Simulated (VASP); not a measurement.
Here is a VASP 6.6.1 calculation.

The input INCAR:

```
  PREC = Accurate
  ENCUT = 520
  EDIFF = 1E-6
  ISMEAR = 0
  SIGMA = 0.1
  LREAL = F
  LASPH = T
  NELM = 100
  ALGO = Normal
  ISIF = 2
  LWAVE = F
  LCHARG = F
  GGA = PE
  NBANDS = 12
```

File KPOINTS:

```
regular mesh
0
Gamma
  6 6 6
```

File POSCAR:

```
H2Os
1.0
    2.5788927854      0.0000000000      0.0000000000
    0.0000000000      2.5788927854      0.0000000000
    0.0000000000      0.0000000000      3.4876062539
H Os
2 1
Direct
    0.5000000000      0.5000000000      0.5000000000
    0.0000000000      0.0000000000      0.5000000000
    0.0000000000      0.0000000000      0.0000000000
```

Potentials or basis: VASP PAW PBE potentials, release 64 (H, Os).

Command:

```sh
$ cat potpaw_PBE.64/H/POTCAR potpaw_PBE.64/Os/POTCAR > POTCAR
$ mpirun -np 1 vasp_std > vasp.out
```

Task: Estimate the band gap on the k mesh.

Result: Zero (bands 5 and 6 overlap by 1.93 eV).

Task: Predict the pressure.

Result: 0.6 GPa.

Stress tensor (GPa, compression positive):
```
0.23 0.00 0.00
0.00 0.23 0.00
0.00 0.00 1.32
```

Caveat: the k points lie up to 0.41 Å⁻¹ apart, too coarse for converged energies and pressures of a metal; spin-orbit coupling is left out, which moves the levels of the heavy elements.
